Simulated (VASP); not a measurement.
# CdS (Fm-3m) in VASP: notebook

The runs below take CdS through elastic constants, with PBEsol, PBE.

All numbers are computed with VASP 6.6.1; they aren't measurements. Logs are shortened: lines on timing, memory, paths and dates and some standing lists are left out, and cuts for length are marked.

### Step 1. The cell of the first run

It takes space group Fm-3m (No. 225, cubic). Conventional cell: a = 5.506 Å, b = 5.506 Å, c = 5.506 Å, α = 90.00°, β = 90.00°, γ = 90.00°. Within 3.6 Å of Cd (site symmetry m-3m) lie 6 S at 2.75 Å. Within 3.6 Å of S (site symmetry m-3m) lie 6 Cd at 2.75 Å.

### Step 2. Elastic constants, PBEsol

File INCAR:

```
PREC = Accurate ; ENCUT = 600
EDIFF = 1E-8 ; ISMEAR = -1
SIGMA = 0.05 ; LREAL = F
LASPH = T ; NELM = 60
ALGO = Normal ; ISIF = 3
LWAVE = F ; LCHARG = T
GGA = PS ; NBANDS = 16
IBRION = 6 ; NFREE = 2
POTIM = 0.015 ; NSW = 1
```

File KPOINTS:

```
regular mesh
0
Gamma
  6 6 6
```

File POSCAR:

```
CdS
1.0
    0.0000000000      2.7532440000      2.7532440000
    2.7532440000      0.0000000000      2.7532440000
    2.7532440000      2.7532440000      0.0000000000
Cd S
1 1
Direct
    0.0000000000      0.0000000000      0.0000000000
    0.5000000000      0.5000000000      0.5000000000
```

Potentials or basis: VASP PAW PBE potentials, release 64 (Cd, S).

Started as:

```bash
$ cat potpaw_PBE.64/Cd/POTCAR potpaw_PBE.64/S/POTCAR > POTCAR
$ mpirun -np 1 vasp_std > vasp.out
```

OUTCAR:

```text
PREC = Accurate
   ENCUT = 600
   EDIFF = 1E-8
   ISMEAR = -1
   LREAL = F
   LASPH = T
   NELM = 60
   ISIF = 3
   GGA = PS
   IBRION = 6
   NFREE = 2
   POTIM = 0.015
   NSW = 1

 ion  position               nearest neighbor table
   1  0.000  0.000  0.000-   2 2.75   2 2.75   2 2.75   2 2.75   2 2.75   2 2.75
   2  0.500  0.500  0.500-   1 2.75   1 2.75   1 2.75   1 2.75   1 2.75   1 2.75

  LATTYP: Found a face centered cubic cell.
 ALAT       =     5.5064880000

  Lattice vectors:

 A1 = (   0.0000000000,   2.7532440000,   2.7532440000)
 A2 = (   2.7532440000,   0.0000000000,   2.7532440000)
 A3 = (   2.7532440000,   2.7532440000,   0.0000000000)

Analysis of symmetry for initial positions (statically):
=====================================================================
 Subroutine PRICEL returns:
 Original cell was already a primitive cell.

 Routine SETGRP: Setting up the symmetry group for a
 face centered cubic supercell.

 Subroutine GETGRP returns: Found 48 space group operations
 (whereof 48 operations were pure point group operations)
 out of a pool of 48 trial point group operations.

The static configuration has the point symmetry O_h .

Analysis of symmetry for dynamics (positions and initial velocities):
=====================================================================
 Subroutine PRICEL returns:
 Original cell was already a primitive cell.

 Routine SETGRP: Setting up the symmetry group for a
 face centered cubic supercell.

 Subroutine GETGRP returns: Found 48 space group operations
 (whereof 48 operations were pure point group operations)
 out of a pool of 48 trial point group operations.

The dynamic configuration has the point symmetry O_h .

 Subroutine INISYM returns: Found 48 space group operations
 (whereof 48 operations are pure point group operations),
 and found     1 'primitive' translations

----------------------------------------------------------------------------------------

                                     Primitive cell

  volume of cell :      41.7411

  direct lattice vectors                    reciprocal lattice vectors
     0.000000000  2.753244000  2.753244000    -0.181603955  0.181603955  0.181603955
     2.753244000  0.000000000  2.753244000     0.181603955 -0.181603955  0.181603955
     2.753244000  2.753244000  0.000000000     0.181603955  0.181603955 -0.181603955

  length of vectors
     3.893675005  3.893675005  3.893675005     0.314547277  0.314547277  0.314547277

  position of ions in fractional coordinates (direct lattice)
     0.000000000  0.000000000  0.000000000
     0.500000000  0.500000000  0.500000000

  ion indices of the primitive-cell ions
   primitive index   ion index
                 1           1
                 2           2

----------------------------------------------------------------------------------------

 KPOINTS: regular mesh

Automatic generation of k-mesh.
 Grid dimensions read from file:
 generate k-points for:    6    6    6

 Generating k-lattice:

  Cartesian coordinates                     Fractional coordinates (reciprocal lattice)
    -0.030267326  0.030267326  0.030267326     0.166666667  0.000000000  0.000000000
     0.030267326 -0.030267326  0.030267326     0.000000000  0.166666667  0.000000000
     0.030267326  0.030267326 -0.030267326     0.000000000  0.000000000  0.166666667

  Length of vectors
     0.052424546  0.052424546  0.052424546

  Shift w.r.t. Gamma in fractional coordinates (k-lattice)
     0.000000000  0.000000000  0.000000000

 Subroutine IBZKPT returns following result:
 ===========================================

 Found     16 irreducible k-points:

 Following reciprocal coordinates:
            Coordinates               Weight
  0.000000  0.000000  0.000000      1.000000
  0.166667  0.000000  0.000000      8.000000
[... 38 lines left out ...]
   ISIF   =      3    stress and relaxation
   ISYM   =      2    0-nonsym 1-usesym 2-fastsym
   POTIM  = 0.0150    time-step for ionic-motion
   TEBEG  =    0.0;   TEEND  =   0.0 temperature during run
   PSTRESS=    0.0 pullay stress
   NELECT =      18.0000    total number of electrons
   NUPDOWN=      -1.0000    fix difference up-down
   EMIN   =  10.00;   EMAX   =-10.00  energy-range for DOS
   EFERMI =   0.00;   METHOD = LEGACY
   ISMEAR =    -1;   SIGMA  =   0.05  broadening in eV -4-tet -1-fermi 0-gaus
   EFERMI_NEDOS =   21; number of points for ismear=-14 and -15
   IALGO  =     38    algorithm
   IMIX   =      4    mixing-type and parameters
     AMIX     =   0.40;   BMIX     =  1.00
     AMIX_MAG =   1.60;   BMIX_MAG =  1.00
  volume/ion in A,a.u.               =      20.87       140.84
  Fermi-wavevector in a.u.,A,eV,Ry     =   1.236833  2.337275 20.813583  1.529755
  Thomas-Fermi vector in A             =   2.371425
   LORBIT       =      0    0 simple, 1 ext, 2 COOP (PROOUT), +10 PAW based schemes
   GGA     = PS    functional components
   LHFCALC =     F    Hartree Fock is set to
   AEXX    =    0.0000 exact exchange contribution
   IVDW    =     0    specifies the selected vdW correction
   LEPSILON=     F    determine dielectric tensor
   LRPA    =     F    only Hartree local field effects (RPA)
 finite differences with symmetry
 non-spin polarized calculation
  energy-cutoff  :      600.00
  volume of cell :       41.74
 maximum number of plane-waves:      1411
   NGX = 15   NGY = 15   NGZ = 15

--------------------------------------- Ionic step        1  -------------------------------------------

 number of electron      17.9999999 magnetization

 Free energy of the ion-electron system (eV)
  ---------------------------------------------------
  ext. energy  EPLUGINS =         0.00000000
  ---------------------------------------------------
  free energy    TOTEN  =        -6.61325579 eV

  energy without entropy =       -6.60982658  energy(sigma->0) =       -6.61154119

------------------------ aborting loop because EDIFF is reached ----------------------------------------

  FORCE on cell =-STRESS in cart. coord.  units (eV):
  Direction    XX          YY          ZZ          XY          YZ          ZX
  --------------------------------------------------------------------------------------
  -------------------------------------------------------------------------------------
  Total       -1.0348525     -1.0348525     -1.0348525     -0.0000000      0.0000000     -0.0000000
  in kB      -39.7214348    -39.7214348    -39.7214348     -0.0000000      0.0000000     -0.0000000
  external PRESSURE =     -39.7214348 kB  Pullay stress =       0.0000000 kB
[... 89 lines left out ...]
  FREE ENERGIE OF THE ION-ELECTRON SYSTEM (eV)
  ---------------------------------------------------
  free  energy   TOTEN  =        -6.6256068426 eV

  energy  without entropy=       -6.6223161894  energy(sigma->0) =       -6.62396152

[... ionic steps 4 to 14 ...]

--------------------------------------- Ionic step       15  -------------------------------------------

 number of electron      17.9999999 magnetization

------------------------ aborting loop because EDIFF is reached ----------------------------------------
[... 67 lines left out ...]
--------------------------------------- Ionic step       17  -------------------------------------------

 number of electron      17.9999999 magnetization

 Free energy of the ion-electron system (eV)
  ---------------------------------------------------
  ext. energy  EPLUGINS =         0.00000000
  ---------------------------------------------------
  free energy    TOTEN  =        -6.61313394 eV

  energy without entropy =       -6.60971317  energy(sigma->0) =       -6.61142356

 E-fermi :   2.7339     XC(G=0): -10.5078

 val. band max:        2.6125829543   @ k =   0.5000   0.0000   0.0000
 cond. band min:       2.7503383006   @ k =   0.5000   0.5000   0.0000
 fundamental gap:      0.1377553462
 Fermi energy:         2.7339093781

 k-point     1 :       0.0000    0.0000    0.0000
  band No.  band energies     occupation
      1     -10.0707      2.00000
      2      -4.9366      2.00000
      3      -4.9361      2.00000
      4      -4.9343      2.00000
      5      -4.9343      2.00000
      6      -4.9341      2.00000
[... 433 lines left out ...]
      3      -5.0493      2.00000
      4      -4.8719      2.00000
      5      -4.7282      2.00000
      6      -4.4615      2.00000
[... 8 lines left out ...]
     15      14.6824      0.00000
     16      18.0640      0.00000

 [... further k-points ...]

------------------------ aborting loop because EDIFF is reached ----------------------------------------

  FORCE on cell =-STRESS in cart. coord.  units (eV):
  Direction    XX          YY          ZZ          XY          YZ          ZX
  --------------------------------------------------------------------------------------
  -------------------------------------------------------------------------------------
  Total       -1.0296466     -1.0349880     -1.0349880     -0.0000000      0.0000000      0.0000000
  in kB      -39.5216135    -39.7266349    -39.7266349     -0.0000000      0.0000000      0.0000000
  external PRESSURE =     -39.6582944 kB  Pullay stress =       0.0000000 kB
[... 17 lines left out ...]
  FREE ENERGIE OF THE ION-ELECTRON SYSTEM (eV)
  ---------------------------------------------------
  free  energy   TOTEN  =        -6.6131339412 eV

  energy  without entropy=       -6.6097131709  energy(sigma->0) =       -6.61142356

 INTERNAL STRAIN TENSORS FROM STRAINED CELLS
 ============================================

 INTERNAL STRAIN TENSOR FOR ION    1 for displacements in x,y,z  (eV/Angst):
          X           Y           Z          XY          YZ          ZX
  --------------------------------------------------------------------------------
  x     0.00000     0.00000     0.00000    -0.00000    -0.00000    -0.00000
  y     0.00000    -0.00000    -0.00000    -0.00000    -0.00000     0.00000
  z    -0.00000    -0.00000    -0.00000     0.00000    -0.00000    -0.00000

 INTERNAL STRAIN TENSORS FROM DISPLACED ATOMS
 ============================================

 INTERNAL STRAIN TENSOR FOR ION    1 for displacements in x,y,z  (eV/Angst):
          X           Y           Z          XY          YZ          ZX
  --------------------------------------------------------------------------------
  x     0.00000     0.00000     0.00000     0.00000     0.00000     0.00000
  y     0.00000     0.00000     0.00000     0.00000     0.00000     0.00000
  z     0.00000     0.00000     0.00000     0.00000     0.00000     0.00000

 INTERNAL STRAIN TENSOR FOR ION    2 for displacements in x,y,z  (eV/Angst):
          X           Y           Z          XY          YZ          ZX
  --------------------------------------------------------------------------------
  x     0.00000     0.00000     0.00000     0.00000     0.00000     0.00000
  y     0.00000     0.00000     0.00000     0.00000     0.00000     0.00000
  z     0.00000     0.00000     0.00000     0.00000     0.00000     0.00000

 Eigenvectors and eigenvalues of the dynamical matrix
 ----------------------------------------------------

   1 f  =    3.259946 THz    20.482846 2PiTHz  108.740099 cm-1    13.482048 meV
             X         Y         Z           dx          dy          dz
      0.000000  0.000000  0.000000    -0.471698    0.000000    0.000000
      2.753244  2.753244  2.753244     0.881760    0.000000    0.000000
[... 21 lines left out ...]
   6 f/i=    0.002170 THz     0.013637 2PiTHz    0.072399 cm-1     0.008976 meV
             X         Y         Z           dx          dy          dz
      0.000000  0.000000  0.000000    -0.844031    0.255173   -0.000000
      2.753244  2.753244  2.753244    -0.451515    0.136505    0.000000

--------------------------------------------------------------------------------------------------------

 ELASTIC MODULI CONTR FROM IONIC RELAXATION (kBar)
 Direction    XX          YY          ZZ          XY          YZ          ZX
 --------------------------------------------------------------------------------
 XX           0.0000      0.0000      0.0000      0.0000      0.0000      0.0000
 YY           0.0000      0.0000      0.0000      0.0000      0.0000      0.0000
 ZZ           0.0000      0.0000      0.0000      0.0000      0.0000      0.0000
 XY           0.0000      0.0000      0.0000      0.0000      0.0000      0.0000
 YZ           0.0000      0.0000      0.0000      0.0000      0.0000      0.0000
 ZX           0.0000      0.0000      0.0000      0.0000      0.0000      0.0000
 --------------------------------------------------------------------------------

 TOTAL ELASTIC MODULI (kBar)
 Direction    XX          YY          ZZ          XY          YZ          ZX
 --------------------------------------------------------------------------------
 XX        1050.2142    504.7857    504.7857      0.0000     -0.0000      0.0000
 YY         504.7857   1050.2142    504.7857     -0.0000      0.0000     -0.0000
 ZZ         504.7857    504.7857   1050.2142      0.0000     -0.0000      0.0000
 XY           0.0000     -0.0000      0.0000    320.8399      0.0000      0.0000
 YZ          -0.0000      0.0000     -0.0000      0.0000    320.8399      0.0000
 ZX           0.0000     -0.0000      0.0000      0.0000      0.0000    320.8399
 --------------------------------------------------------------------------------
```

Wall time 4.7 min (1 thread of AMD EPYC 7R13 (Zen 3), shared host); peak memory 0.22 GiB.

What came out:

| Item | Value |
| --- | --- |
| Elastic constants C11, C12, C44 | 105, 50, 32 GPa |
| Voigt bulk modulus | 69 GPa |
| Highest phonon frequency at Γ, LO-TO splitting left out | 109 cm⁻¹ |

Phonon frequencies in cm⁻¹ (negative: imaginary):
```tsv
q point	frequencies
(0.000, 0.000, 0.000)	0 0 0 109 109 109
```

Elastic tensor in Voigt notation (GPa, in the Cartesian axes of the cell as first typed):
```
105  50  50   0   0   0
 50 105  50   0   0   0
 50  50 105   0   0   0
  0   0   0  32   0   0
  0   0   0   0  32   0
  0   0   0   0   0  32
```

Clamped-ion elastic tensor (GPa):
```
105  50  50   0   0   0
 50 105  50   0   0   0
 50  50 105   0   0   0
  0   0   0  32   0   0
  0   0   0   0  32   0
  0   0   0   0   0  32
```

Caveat: the cell is under stress, which shifts elastic constants; the PAW data sets were made with another functional, which shifts forces and pressure a little.

(Part 1 of 2 ends here.)
